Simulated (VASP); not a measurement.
ZnCd3O4: density of states with LDA

Crystal: ZnCd3O4.

```
CELL_PARAMETERS angstrom
4.99873 0.00000 0.00000
0.00000 4.99873 0.00000
0.00000 0.00000 4.99873
ATOMIC_POSITIONS crystal
Zn 0.00000 0.00000 0.00000
Cd 0.00000 0.50000 0.50000
Cd 0.50000 0.00000 0.50000
Cd 0.50000 0.50000 0.00000
O 0.76782 0.76782 0.23218
O 0.76782 0.23218 0.76782
O 0.23218 0.76782 0.76782
O 0.23218 0.23218 0.23218
```

* Program: VASP 6.6.1
* Task: density of states
* Functional: LDA
* Potentials or basis: VASP PAW LDA potentials, release 64 (Zn, Cd, O)
* Cutoff: 520 eV
* k mesh: 8 × 8 × 8
* Occupations: gaussian, width 0.1 eV
* Spin: no spin polarisation
* Dipole correction: no
* k mesh for the DOS: 12 × 12 × 12
* Occupations for the DOS: tetrahedron
* Further INCAR settings: ALGO = Normal; EDIFF = 1e-06; NBANDS = 46

The valence electrons inside the program's atomic spheres are Zn 10.78; Cd 10.28; O 4.90.

Levels at points of the mesh, in eV from the Fermi level:
```csv
k point,band 32,band 33,band 34,band 35,band 36,band 37,band 38,band 39,band 40,band 41
"(0.00, 0.00, 0.00)",-1.75,-1.75,-0.24,0.00,0.00,0.00,4.82,4.82,4.82,6.95
"(0.50, 0.00, 0.00)",-1.69,-0.92,-0.92,-0.66,-0.66,2.61,2.81,6.47,6.47,6.88
"(0.50, 0.50, 0.00)",-1.32,-0.76,-0.70,-0.70,-0.38,3.75,4.36,4.36,5.27,7.54
"(0.50, 0.50, 0.50)",-0.72,-0.72,-0.72,-0.42,-0.42,3.87,4.18,4.18,4.18,6.66
```

It took 3.2 min on 1 thread of Intel(R) Xeon(R) 6975P-C (Granite Rapids), on a shared host, peak memory 0.48 GiB.
